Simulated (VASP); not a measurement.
A run of VASP 6.6.1 is set up as follows.

The input INCAR:

```
  PREC = Accurate
  ENCUT = 560
  EDIFF = 1E-6
  ISMEAR = -1
  SIGMA = 0.05
  LREAL = F
  LASPH = T
  NELM = 120
  ALGO = Normal
  ISIF = 2
  LWAVE = F
  LCHARG = F
  GGA = CA
  NBANDS = 23
  GGA_COMPAT = F
```

File KPOINTS:

```
regular mesh
0
Gamma
  20 20 11
```

The input POSCAR:

```
Os
1.0
    2.7074055884      0.0000000000      0.0000000000
   -1.3537027942      2.3446820179      0.0000000000
    0.0000000000      0.0000000000      4.2728127259
Os
2
Direct
    0.3333333333      0.6666666667      0.2500000000
    0.6666666667      0.3333333333      0.7500000000
```

Potentials or basis: VASP PAW LDA potentials, release 64 (Os_sv_GW).

Command:

```sh
$ cat potpaw_LDA.64/Os_sv_GW/POTCAR > POTCAR
$ mpirun -np 1 vasp_std > vasp.out
```

(1) What does it give for the band gap on the k mesh?

(2) Predict the pressure.

## Answers

(1) zero (bands 16 and 17 overlap by 4.17 eV).

(2) 5.2 GPa.

Caveat: the cell stands under pressure; spin-orbit coupling is left out, which moves the levels of the heavy elements.
